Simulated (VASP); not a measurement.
# CdSe (F-43m) in VASP: a series of runs

CdSe is run at these levels: r2SCAN0, PBE, PBEsol+D3(BJ), revPBE; tasks: single point.

Everything below comes from runs of VASP 6.6.1. Logs are shortened: lines on timing, memory, paths and dates and some standing lists are left out, and cuts for length are marked.

### 1 The cell of the first run

It takes space group F-43m (No. 216, cubic). Conventional cell: a = 6.141 Å, b = 6.141 Å, c = 6.141 Å, α = 90.00°, β = 90.00°, γ = 90.00°. Cd (site symmetry -43m) has 4 Se at 2.66 Å within 3.5 Å. Se (site symmetry -43m) has 4 Cd at 2.66 Å within 3.5 Å.

### 2 Single point, r2SCAN0

POSCAR

```
CdSe
1.0
    0.0000000000      3.0702711986      3.0702711986
    3.0702711986      0.0000000000      3.0702711986
    3.0702711986      3.0702711986      0.0000000000
Cd Se
1 1
Direct
    0.0000000000      0.0000000000      0.0000000000
    0.2500000000      0.2500000000      0.2500000000
```

INCAR.step1

```
SYSTEM = CdSe
ALGO = Normal ; EDIFF = 1E-5
ENCUT = 520 ; GGA = PE
ISIF = 2 ; ISMEAR = -1
LASPH = .True. ; LREAL = .False.
LWAVE = .True. ; NBANDS = 16
NELM = 100 ; PREC = Accurate
SIGMA = 0.05
```

INCAR.step2

```
SYSTEM = CdSe
AEXX = 0.25 ; ALGO = Normal
EDIFF = 1E-7 ; ENCUT = 520
ISIF = 2 ; ISMEAR = -1
ISTART = 1 ; LASPH = .True.
LCHARG = .True. ; LELF = .True.
LHFCALC = .True. ; LMIXTAU = .True.
LREAL = .False. ; LVHAR = .True.
LWAVE = .False. ; METAGGA = R2SCAN
NBANDS = 16 ; NELM = 100
PREC = Accurate ; PRECFOCK = Normal
SIGMA = 0.05
```

KPOINTS

```
k-points
0
Gamma
  4 4 4
  0 0 0
```

Potentials or basis: VASP PAW PBE potentials, release 64 (Cd, Se).

Run with:

```console
$ cat potpaw_PBE.64/Cd/POTCAR potpaw_PBE.64/Se/POTCAR > POTCAR
$ cp INCAR.step1 INCAR
$ mpirun -np 1 vasp_std > vasp.out
$ cp INCAR.step2 INCAR
$ mpirun -np 1 vasp_std > vasp.out
```

OUTCAR:

```text
SYSTEM = CdSe
   AEXX = 0.25
   EDIFF = 1E-7
   ENCUT = 520
   ISIF = 2
   ISMEAR = -1
   ISTART = 1
   LASPH = .True.
   LHFCALC = .True.
   LREAL = .False.
   METAGGA = R2SCAN
   NELM = 100
   PREC = Accurate
   PRECFOCK = Normal

 ion  position               nearest neighbor table
   1  0.000  0.000  0.000-   2 2.66   2 2.66   2 2.66   2 2.66
   2  0.250  0.250  0.250-   1 2.66   1 2.66   1 2.66   1 2.66

  LATTYP: Found a face centered cubic cell.
 ALAT       =     6.1405423972

  Lattice vectors:

 A1 = (   0.0000000000,   3.0702711986,   3.0702711986)
 A2 = (   3.0702711986,   0.0000000000,   3.0702711986)
 A3 = (   3.0702711986,   3.0702711986,   0.0000000000)

Analysis of symmetry for initial positions (statically):
=====================================================================
 Subroutine PRICEL returns:
 Original cell was already a primitive cell.

 Routine SETGRP: Setting up the symmetry group for a
 face centered cubic supercell.

 Subroutine GETGRP returns: Found 24 space group operations
 (whereof 24 operations were pure point group operations)
 out of a pool of 48 trial point group operations.

The static configuration has the point symmetry T_d .

Analysis of symmetry for dynamics (positions and initial velocities):
=====================================================================
 Subroutine PRICEL returns:
 Original cell was already a primitive cell.

 Routine SETGRP: Setting up the symmetry group for a
 face centered cubic supercell.

 Subroutine GETGRP returns: Found 24 space group operations
 (whereof 24 operations were pure point group operations)
 out of a pool of 48 trial point group operations.

The dynamic configuration has the point symmetry T_d .

 Subroutine INISYM returns: Found 24 space group operations
 (whereof 24 operations are pure point group operations),
 and found     1 'primitive' translations

----------------------------------------------------------------------------------------

                                     Primitive cell

  volume of cell :      57.8842

  direct lattice vectors                    reciprocal lattice vectors
     0.000000000  3.070271199  3.070271199    -0.162852063  0.162852063  0.162852063
     3.070271199  0.000000000  3.070271199     0.162852063 -0.162852063  0.162852063
     3.070271199  3.070271199  0.000000000     0.162852063  0.162852063 -0.162852063

  length of vectors
     4.342019169  4.342019169  4.342019169     0.282068048  0.282068048  0.282068048

  position of ions in fractional coordinates (direct lattice)
     0.000000000  0.000000000  0.000000000
     0.250000000  0.250000000  0.250000000

  ion indices of the primitive-cell ions
   primitive index   ion index
                 1           1
                 2           2

----------------------------------------------------------------------------------------

 KPOINTS: k-points

Automatic generation of k-mesh.
 Grid dimensions read from file:
 generate k-points for:    4    4    4

 Generating k-lattice:

  Cartesian coordinates                     Fractional coordinates (reciprocal lattice)
    -0.040713016  0.040713016  0.040713016     0.250000000  0.000000000  0.000000000
     0.040713016 -0.040713016  0.040713016     0.000000000  0.250000000  0.000000000
     0.040713016  0.040713016 -0.040713016     0.000000000  0.000000000  0.250000000

  Length of vectors
     0.070517012  0.070517012  0.070517012

  Shift w.r.t. Gamma in fractional coordinates (k-lattice)
     0.000000000  0.000000000  0.000000000

 Subroutine IBZKPT returns following result:
 ===========================================

 Found      8 irreducible k-points:

 Following reciprocal coordinates:
            Coordinates               Weight
  0.000000  0.000000  0.000000      1.000000
  0.250000  0.000000  0.000000      8.000000
  0.500000  0.000000  0.000000      4.000000
  0.250000  0.250000  0.000000      6.000000
  0.500000  0.250000  0.000000     24.000000
 -0.250000  0.250000  0.000000     12.000000
  0.500000  0.500000  0.000000      3.000000
 -0.250000  0.500000  0.250000      6.000000
   k-points           NKPTS =      8   k-points in BZ     NKDIM =     64   number of bands    NBANDS=     16
   number of dos      NEDOS =    301   number of ions     NIONS =      2
   total plane-waves  NPLWV =  32768
   dimension x,y,z NGX =    32 NGY =   32 NGZ =   32
   dimension x,y,z NGXF=    64 NGYF=   64 NGZF=   64
   ions per type =               1   1
   NGX,Y,Z   is equivalent  to a cutoff of  12.25, 12.25, 12.25 a.u.
   NGXF,Y,Z  is equivalent  to a cutoff of  24.50, 24.50, 24.50 a.u.
 SYSTEM =  CdSe
   PREC   = accura    normal or accurate (medium, high low for compatibility)
   ISTART =      1    job   : 0-new  1-cont  2-samecut
   ICHARG =      0    charge: 1-file 2-atom 10-const
   ISPIN  =      1    spin polarized calculation?
   LNONCOLLINEAR =      F non collinear calculations
   LSORBIT =      F    spin-orbit coupling
[... 39 lines left out ...]
   IVDW    =     0    specifies the selected vdW correction
   LEPSILON=     F    determine dielectric tensor
   LRPA    =     F    only Hartree local field effects (RPA)
 non-spin polarized calculation
  energy-cutoff  :      520.00
  volume of cell :       57.88
 maximum number of plane-waves:      1588
  NGX = 28; NGY = 28; NGZ = 28

 number of electron      18.0000008 magnetization

 Free energy of the ion-electron system (eV)
  ---------------------------------------------------
  ext. energy  EPLUGINS =         0.00000000
  ---------------------------------------------------
  free energy    TOTEN  =       -30.42714733 eV

  energy without entropy =      -30.42714733  energy(sigma->0) =      -30.42714733

 E-fermi :   0.6995     XC(G=0):  -7.2647

 val. band max:       -0.4337668916   @ k =   0.0000   0.0000   0.0000
 cond. band min:       2.0261638176   @ k =   0.0000   0.0000   0.0000
 fundamental gap:      2.4599307091
 Fermi energy:         0.6995473384

 k-point     1 :       0.0000    0.0000    0.0000
  band No.  band energies     occupation
      1     -14.2917      2.00000
      2      -9.7172      2.00000
      3      -9.7172      2.00000
      4      -9.7172      2.00000
      5      -9.3586      2.00000
      6      -9.3586      2.00000
[... 8 lines left out ...]
     15      12.8572      0.00000
     16      12.8572      0.00000

 k-point     2 :       0.2500    0.0000    0.0000
  band No.  band energies     occupation
      1     -14.1003      2.00000
      2      -9.6659      2.00000
      3      -9.6659      2.00000
      4      -9.4843      2.00000
      5      -9.3571      2.00000
      6      -9.3571      2.00000
[... 8 lines left out ...]
     15      11.7494      0.00000
     16      11.7494      0.00000

 k-point     3 :       0.5000    0.0000    0.0000
  band No.  band energies     occupation
      1     -13.9087      2.00000
      2      -9.6273      2.00000
      3      -9.6273      2.00000
      4      -9.3397      2.00000
      5      -9.3397      2.00000
      6      -9.0409      2.00000
[... 8 lines left out ...]
     15      14.0516      0.00000
     16      14.0516      0.00000

 k-point     4 :       0.2500    0.2500    0.0000
  band No.  band energies     occupation
      1     -14.0383      2.00000
      2      -9.6048      2.00000
      3      -9.6048      2.00000
      4      -9.5275      2.00000
      5      -9.3539      2.00000
      6      -9.3331      2.00000
[... 8 lines left out ...]
     15      13.4284      0.00000
     16      15.0096      0.00000

 k-point     5 :       0.5000    0.2500    0.0000
  band No.  band energies     occupation
      1     -13.8509      2.00000
      2      -9.5804      2.00000
      3      -9.5497      2.00000
      4      -9.4145      2.00000
      5      -9.3294      2.00000
      6      -8.9974      2.00000
[... 8 lines left out ...]
     15      14.2968      0.00000
     16      14.8588      0.00000

 k-point     6 :      -0.2500    0.2500    0.0000
  band No.  band energies     occupation
      1     -13.9122      2.00000
      2      -9.6011      2.00000
      3      -9.6009      2.00000
      4      -9.3679      2.00000
      5      -9.3670      2.00000
      6      -9.1169      2.00000
[... 8 lines left out ...]
     15      13.1594      0.00000
     16      14.9062      0.00000

 k-point     7 :       0.5000    0.5000    0.0000
  band No.  band energies     occupation
      1     -13.7901      2.00000
      2      -9.5084      2.00000
      3      -9.4775      2.00000
      4      -9.4775      2.00000
      5      -9.3075      2.00000
      6      -8.9558      2.00000
[... 8 lines left out ...]
     15      14.3154      0.00000
     16      15.2573      0.00000

 k-point     8 :      -0.2500    0.5000    0.2500
  band No.  band energies     occupation
      1     -13.7917      2.00000
      2      -9.5410      2.00000
      3      -9.5327      2.00000
      4      -9.3945      2.00000
      5      -9.3527      2.00000
      6      -8.8443      2.00000
[... 8 lines left out ...]
     15      14.4405      0.00000
     16      15.0461      0.00000

------------------------ aborting loop because EDIFF is reached ----------------------------------------

  FORCE on cell =-STRESS in cart. coord.  units (eV):
  Direction    XX          YY          ZZ          XY          YZ          ZX
  --------------------------------------------------------------------------------------
  -------------------------------------------------------------------------------------
  Total       -0.2105915     -0.2105915     -0.2105915     -0.0000000      0.0000000      0.0000000
  in kB       -5.8289605     -5.8289605     -5.8289605     -0.0000000      0.0000000      0.0000000
  external PRESSURE =      -5.8289605 kB  Pullay stress =       0.0000000 kB

 VOLUME and BASIS-vectors are now :
 -----------------------------------------------------------------------------
  energy-cutoff  :      520.00
  volume of cell :       57.88
      direct lattice vectors                 reciprocal lattice vectors
     0.000000000  3.070271199  3.070271199    -0.162852063  0.162852063  0.162852063
     3.070271199  0.000000000  3.070271199     0.162852063 -0.162852063  0.162852063
     3.070271199  3.070271199  0.000000000     0.162852063  0.162852063 -0.162852063

 POSITION                                       TOTAL-FORCE (eV/Angst)
 -----------------------------------------------------------------------------------
      0.00000      0.00000      0.00000        -0.000000     -0.000000     -0.000000
      1.53514      1.53514      1.53514         0.000000      0.000000      0.000000
 -----------------------------------------------------------------------------------
    total drift:                               -0.000002      0.000004     -0.000001

  FREE ENERGIE OF THE ION-ELECTRON SYSTEM (eV)
  ---------------------------------------------------
  free  energy   TOTEN  =       -30.4271473251 eV

  energy  without entropy=      -30.4271473251  energy(sigma->0) =      -30.42714733
```

Wall time 24 min (1 thread of Intel Xeon Platinum 8259CL at 2.50GHz (Skylake/Cascade Lake), shared host); peak memory 0.2 GiB.

Results:

| Property | Result |
| --- | --- |
| Free energy | -30.4271 eV |
| Pressure | -0.6 GPa |
| Band gap on the k mesh | 2.46 eV, direct |

Caveat: the k points lie up to 0.44 Å⁻¹ apart; the PAW data sets were made with another functional, which shifts forces and pressure a little.

### 3 Single point, PBE

INCAR

```
SYSTEM = CdSe
ALGO     = Normal         ! electronic algorithm
EDIFF    = 1E-6           ! SCF threshold, eV
ENCUT    = 520            ! plane-wave cutoff, eV
GGA      = PE             ! functional
ISIF     = 2              ! what is computed and relaxed
ISMEAR   = -1             ! smearing method
LASPH    = .TRUE.         ! aspherical terms in the spheres
LCHARG   = .TRUE.         ! write CHGCAR
LELF     = .TRUE.         ! ELF
LREAL    = .FALSE.        ! projectors in reciprocal space
LVHAR    = .TRUE.       
LWAVE    = .FALSE.        ! write WAVECAR
NBANDS   = 16             ! bands
NELM     = 80             ! most SCF steps
PREC     = Accurate       ! precision mode
SIGMA    = 0.06           ! smearing width, eV
```

KPOINTS

```
k-points
0
G
  5 5 5
  0 0 0
```

POSCAR is that of step 2.

Potentials or basis: VASP PAW PBE potentials, release 64 (Cd, Se).

Run with:

```console
$ cat potpaw_PBE.64/Cd/POTCAR potpaw_PBE.64/Se/POTCAR > POTCAR
$ mpirun -np 1 vasp_std > vasp.out
```

Wall time 21 s (1 thread of AMD EPYC 7R13, shared host); peak memory 0.15 GiB.

The run converged. Its results:

- Free energy: -5.4775 eV
- Pressure: 1.6 GPa
- Band gap on the k mesh: 0.54 eV, direct

Levels at points of the mesh, in eV from the valence-band top:
```tsv
k point	band 6	band 7	band 8	band 9	band 10	band 11	band 12	band 13
(0.00, 0.00, 0.00)	-7.51	0.00	0.00	0.00	0.54	5.93	5.93	5.93
```

### 4 Single point, PBEsol+D3(BJ)

This run uses another cell than the first one, of 27.25 Å³/atom, 0.942 times its volume.

INCAR

```
SYSTEM = CdSe
PREC     = Accurate       ! precision mode
ENCUT    = 520            ! plane-wave cutoff, eV
EDIFF    = 1E-6           ! SCF threshold, eV
ISMEAR   = -1             ! smearing method
SIGMA    = 0.05           ! smearing width, eV
LREAL    = .False.        ! projectors in reciprocal space
LASPH    = .True.         ! aspherical terms in the spheres
NELM     = 60             ! most SCF steps
ALGO     = Normal         ! electronic algorithm
ISIF     = 2              ! what is computed and relaxed
LWAVE    = .False.        ! write WAVECAR
LCHARG   = .False.        ! write CHGCAR
GGA      = PS             ! functional
IVDW     = 12             ! dispersion correction
NBANDS   = 16             ! bands
```

KPOINTS

```
Automatic mesh
0
Gamma
  8 8 8
  0 0 0
```

POSCAR

```
CdSe
1.0
    0.0000000000      3.0093333846      3.0093333846
    3.0093333846      0.0000000000      3.0093333846
    3.0093333846      3.0093333846      0.0000000000
Cd Se
1 1
Direct
    0.0000000000      0.0000000000      0.0000000000
    0.2500000000      0.2500000000      0.2500000000
```

Run with:

```console
$ cat potpaw_PBE.64/Cd/POTCAR potpaw_PBE.64/Se/POTCAR > POTCAR
$ mpirun -np 1 vasp_std > vasp.out
```

It took 42 s on 1 thread of AMD EPYC 7R13, shared host; peak memory 0.16 GiB.

It converged, with:

```yaml
Free_energy: -6.7732 eV
Pressure: 0.4 GPa
Band_gap_on_the_k_mesh: 0.54 eV, direct
Dispersion_energy_per_atom: -0.305 eV
```

Levels at points of the mesh, in eV from the valence-band top:
```
           k point  band 5  band 6  band 7  band 8  band 9  band 10  band 11  band 12  band 13  band 14
(0.00, 0.00, 0.00)   -7.61   -7.61    0.00    0.00    0.00     0.54     5.85     5.85     5.85     9.72
(0.50, 0.00, 0.00)   -7.59   -7.29   -4.64   -0.81   -0.81     2.32     6.37     6.37     7.36     9.97
(0.50, 0.50, 0.00)   -7.55   -7.23   -4.28   -1.99   -1.99     2.94     3.70     9.13    10.32    10.32
```

Caveat: the PAW data sets were made with another functional, which shifts forces and pressure a little. PBEsol gaps usually lie below the measured ones, often by a third to a half.

### 5 Single point, PBE

INCAR

```
SYSTEM = CdSe
ALGO = Normal
EDIFF = 1E-6
ENCUT = 520
GGA = PE
ISIF = 2
ISMEAR = 0
LASPH = .TRUE.
LCHARG = .TRUE.
LELF = .TRUE.
LREAL = .FALSE.
LVHAR = .TRUE.
LWAVE = .FALSE.
NBANDS = 16
NELM = 80
PREC = Accurate
SIGMA = 0.017
```

KPOINTS

```
k-points
0
G
  8 8 8
  0 0 0
```

POSCAR

```
CdSe
1.0
    0.0000000000      3.0702711986      3.0702711986
    3.0702711986      0.0000000000      3.0702711986
    3.0702711986      3.0702711986      0.0000000000
Cd Se
1 1
Direct
    0.0000000000      0.0000000000      0.0000000000
    0.2500000000      0.2500000000      0.2500000000
```

Run with:

```console
$ cat potpaw_PBE.64/Cd/POTCAR potpaw_PBE.64/Se/POTCAR > POTCAR
$ mpirun -np 1 vasp_std > vasp.out
```

Run time: 47 s. Hardware: 1 thread of AMD EPYC 7R13, shared host; peak memory 0.16 GiB.

Results (log left out):

```
Free energy            : -5.4905 eV
Pressure               : 1.6 GPa
Band gap on the k mesh : 0.55 eV, direct
```

Levels at points of the mesh, in eV from the valence-band top:
```
           k point  band 7  band 8  band 9  band 10  band 11  band 12
(0.00, 0.00, 0.00)    0.00    0.00    0.00     0.55     5.93     5.93
(0.50, 0.00, 0.00)   -4.22   -0.71   -0.71     2.36     6.44     6.44
(0.50, 0.50, 0.00)   -3.95   -1.76   -1.76     3.19     3.73     8.98
```

### 6 Single point, revPBE

This run uses another cell than the first one, of 30.67 Å³/atom, 1.060 times its volume.

INCAR

```
SYSTEM = CdSe
PREC     = Accurate       ! precision mode
ENCUT    = 520            ! plane-wave cutoff, eV
EDIFF    = 1E-7           ! SCF threshold, eV
ISMEAR   = -1             ! smearing method
SIGMA    = 0.05           ! smearing width, eV
LREAL    = .FALSE.        ! projectors in reciprocal space
LASPH    = .TRUE.         ! aspherical terms in the spheres
NELM     = 60             ! most SCF steps
ALGO     = Normal         ! electronic algorithm
ISIF     = 2              ! what is computed and relaxed
LWAVE    = .FALSE.        ! write WAVECAR
LCHARG   = .TRUE.         ! write CHGCAR
GGA      = RE             ! functional
LELF     = .TRUE.         ! ELF
LVHAR    = .TRUE.       
NBANDS   = 16             ! bands
```

KPOINTS

```
Automatic mesh
0
G
  8 8 8
  0 0 0
```

POSCAR

```
CdSe
1.0
    0.0000000000      3.1303091811      3.1303091811
    3.1303091811      0.0000000000      3.1303091811
    3.1303091811      3.1303091811      0.0000000000
Cd Se
1 1
Direct
    0.0000000000      0.0000000000      0.0000000000
    0.2500000000      0.2500000000      0.2500000000
```

Potentials or basis: VASP PAW PBE potentials, release 64 (Cd, Se).

Run with:

```console
$ cat potpaw_PBE.64/Cd/POTCAR potpaw_PBE.64/Se/POTCAR > POTCAR
$ mpirun -np 1 vasp_std > vasp.out
```

It took 1.7 min on 1 thread of AMD EPYC 7R13, shared host; peak memory 0.18 GiB.

The run converged. Its results:

| Item | Value |
| --- | --- |
| Free energy | -4.9470 eV |
| Pressure | 0.2 GPa |
| Band gap on the k mesh | 0.56 eV, direct |

Levels at points of the mesh, in eV from the valence-band top:
| k point | band 5 | band 6 | band 7 | band 8 | band 9 | band 10 | band 11 | band 12 | band 13 | band 14 |
| --- | --- | --- | --- | --- | --- | --- | --- | --- | --- | --- |
| (0.00, 0.00, 0.00) | -7.40 | -7.40 | 0.00 | 0.00 | 0.00 | 0.56 | 5.98 | 5.98 | 5.98 | 9.65 |
| (0.50, 0.00, 0.00) | -7.39 | -7.17 | -3.87 | -0.63 | -0.63 | 2.37 | 6.48 | 6.48 | 7.32 | 10.01 |
| (0.50, 0.50, 0.00) | -7.36 | -7.11 | -3.67 | -1.56 | -1.56 | 3.43 | 3.72 | 8.89 | 9.79 | 9.79 |

Caveat: the PAW data sets were made with another functional, which shifts forces and pressure a little.

### 7 The runs side by side

```tsv
level	cell	k mesh	smearing	grid for exact exchange (PRECFOCK)	gap on the mesh (eV)	pressure (GPa)
r2SCAN0	a = 4.342 Å, angles 60.0°, 2 atoms	4 × 4 × 4	fermi-dirac 0.05 eV	Normal	2.46	-0.6
PBE	a = 4.342 Å, angles 60.0°, 2 atoms	5 × 5 × 5	fermi-dirac 0.06 eV	-	0.54	1.6
PBEsol+D3(BJ)	a = 4.256 Å, angles 60.0°, 2 atoms	8 × 8 × 8	fermi-dirac 0.05 eV	-	0.54	0.4
PBE	a = 4.342 Å, angles 60.0°, 2 atoms	8 × 8 × 8	gaussian 0.017 eV	-	0.55	1.6
revPBE	a = 4.427 Å, angles 60.0°, 2 atoms	8 × 8 × 8	fermi-dirac 0.05 eV	-	0.56	0.2
```

Alike in all rows: task single point; potentials or basis VASP PAW PBE potentials, release 64 (Cd, Se); no spin polarisation; cutoff (eV) 520.

Caveats: some runs use coarse meshes; the PAW data sets were made with another functional, which shifts forces and pressure a little (some runs).

Total energies depend on the potentials used, so only differences within one code and one set of settings carry meaning.
